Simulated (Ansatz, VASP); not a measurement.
**Mg in VASP and in Ansatz**

File INCAR:

```
PREC = Accurate
ENCUT = 520
EDIFF = 1E-6
ISMEAR = 0
SIGMA = 0.15
LREAL = F
LASPH = T
NELM = 60
ALGO = Fast
ISIF = 2
LWAVE = F
LCHARG = T
GGA = PS
LELF = T
LVHAR = T
NBANDS = 9
```

KPOINTS

```
regular mesh
0
Gamma
  18 18 10
```

File POSCAR:

```
Mg
1.0
    2.9685761676      0.0000000000      0.0000000000
   -1.4842880838      2.7793106748      0.0000000000
    0.0000000000      0.0000000000      5.2103300000
Mg
2
Direct
    0.3333333333      0.6666666667      0.2500000000
    0.6666666667      0.3333333333      0.7500000000
```

Input for Ansatz:

```yaml
crystal:
  lattice:
    - [2.9685761676, 0.0, 0.0]
    - [-1.4842880838, 2.7793106748, 0.0]
    - [0.0, 0.0, 5.21033]
  atoms:
    - { symbol: Mg, position: [0.3333333333, 0.6666666667, 0.25] }
    - { symbol: Mg, position: [0.6666666667, 0.3333333333, 0.75] }
basis:
  ecutwfc: 420
kpoints:
  mp_grid: { grid: [18, 18, 10] }
hamiltonian:
  xc: pbesol
scf:
  occupations: { method: gaussian, width: 0.15 }
output:
  forces: true
  stress: true
  eigenvalues: true
```

Change from the starting cell: strain -0.0750 x Voigt [1, 0, 0, 0, 0, 0], atoms carried along.

Alike in both runs: task single point; functional PBEsol; k mesh 18 × 18 × 10; occupations gaussian, width 0.15 eV; no spin polarisation.

|  | VASP | Ansatz |
| --- | --- | --- |
| version | VASP 6.6.1 | Ansatz 0.2.0 |
| potentials or method | VASP PAW PBE potentials, release 64 (Mg), cutoff 520 eV | scalar-relativistic, plane waves, PAW |
| valence electrons in the cell | 4 | 20 |

|  | VASP | Ansatz | Ansatz less VASP |
| --- | --- | --- | --- |
| gap on the k mesh at the Fermi level (eV) | none | none | - |
| pressure (GPa) | 2.2 | 2.2 | +0.02 |
| traceless stress, the component that is largest in VASP (GPa) | 3.21 | 3.18 | -0.031 |
| rms of the force components (eV/Å) | 0.037 | 0.037 | -0.0001 |

VASP's potentials were made for PBE, not for PBEsol. Atom by atom the forces differ by 0.000 eV/Å (rms over components). A gap of «none» marks a metal or a gap that the smearing closes. With one functional, cell and mesh, what is left measures potentials, basis and numerics. VASP's potentials hold 4 valence electrons a cell and Ansatz's 20, so a difference there can come from the potentials and not from the codes.
